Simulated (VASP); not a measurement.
Input of a VASP 6.6.1 run:

File INCAR:

```
SYSTEM = Hf
ALGO = Fast
EDIFF = 1E-6
ENCUT = 520
GGA = PS
ISIF = 2
ISMEAR = 0
LASPH = .TRUE.
LCHARG = .FALSE.
LREAL = .FALSE.
LWAVE = .FALSE.
NBANDS = 17
NELM = 60
PREC = Accurate
SIGMA = 0.15
```

The input KPOINTS:

```
k-points
0
G
  18 18 10
  0 0 0
```

Contents of POSCAR:

```
Hf
1.0
    3.3183000000      0.0000000000      0.0000000000
   -1.6591500000      2.8737320974      0.0000000000
    0.0000000000      0.0000000000      4.3967000000
Hf
2
Direct
    0.3333333333      0.6666666667      0.2500000000
    0.6666666667      0.3333333333      0.7500000000
```

Potentials or basis: VASP PAW PBE potentials, release 64 (Hf_pv).

Command:

```console
$ cat potpaw_PBE.64/Hf_pv/POTCAR > POTCAR
$ mpirun -np 1 vasp_std > vasp.out
```

(1) What does it give for the band gap on the k mesh?

(2) Estimate the pressure.

Answers

(1) zero (bands 10 and 11 overlap by 1.33 eV).

(2) 4.9 GPa.

Caveat: the stress differs along the axes, from -2 to 18 GPa; the PAW data sets were made with another functional, which shifts forces and pressure a little; spin-orbit coupling is left out, which moves the levels of the heavy elements.
